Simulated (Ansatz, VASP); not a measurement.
## Ca in VASP and in Ansatz

Contents of INCAR:

```
SYSTEM = Ca
PREC = Accurate ; ENCUT = 520
EDIFF = 1E-6 ; ISMEAR = -1
SIGMA = 0.1 ; LREAL = .False.
LASPH = .True. ; NELM = 80
ALGO = Normal ; ISIF = 2
LWAVE = .False. ; LCHARG = .True.
GGA = RP ; LELF = .True.
LVHAR = .True. ; NBANDS = 22
```

The input KPOINTS:

```
regular mesh
0
Gamma
  7 7 9
  0 0 0
```

POSCAR

```
Ca
1.0
    6.6328870629      0.0000000000      0.0000000000
   -3.3164435315      5.7442486969      0.0000000000
    0.0000000000      0.0000000000      3.9670448933
Ca
3
Direct
    0.0000000000      0.0000000000      0.0000000000
    0.3333333333      0.6666666667      0.5000000000
    0.6666666667      0.3333333333      0.5000000000
```

Input for Ansatz:

```yaml
crystal:
  lattice:
    - [6.6328870629, 0.0, 0.0]
    - [-3.3164435315, 5.7442486969, 0.0]
    - [0.0, 0.0, 3.9670448933]
  atoms:
    - { symbol: Ca, position: [0.0, 0.0, 0.0] }
    - { symbol: Ca, position: [0.3333333333, 0.6666666667, 0.5] }
    - { symbol: Ca, position: [0.6666666667, 0.3333333333, 0.5] }
hamiltonian:
  xc: rpbe
  pseudopotentials:
    kind: paw
    azcp:
      Ca: "pseudopotentials/Ca.paw.azcp"
basis:
  ecutwfc: 420
  fft_grid_basis: typed
kpoints:
  mp_grid: { grid: [7, 7, 9], shift: [0, 0, 0] }
magnetization:
  spin_polarized: false
scf:
  occupations: { method: fermi_dirac, width: 0.1 }
  lower_state_search: "off"
output:
  stress: true
```

Alike in both runs: task single point; functional RPBE; k mesh 7 × 7 × 9; occupations fermi-dirac, width 0.1 eV; no spin polarisation.

|  | VASP | Ansatz |
| --- | --- | --- |
| version | VASP 6.6.1 | Ansatz 0.2.0 |
| potentials or method | VASP PAW PBE potentials, release 64 (Ca_sv), cutoff 520 eV | plane waves (420 eV) with PAW, scalar-relativistic |
| valence electrons in the cell | 30 | 30 |

```tsv
	VASP	Ansatz	Ansatz less VASP
pressure (GPa)	-1.5	-1.5	0.00
traceless stress, the component that is largest in VASP (GPa)	0.05	0.05	+0.002
```

VASP's potentials were made for PBE, not for RPBE. With one functional, cell and mesh, what is left measures potentials, basis and numerics.
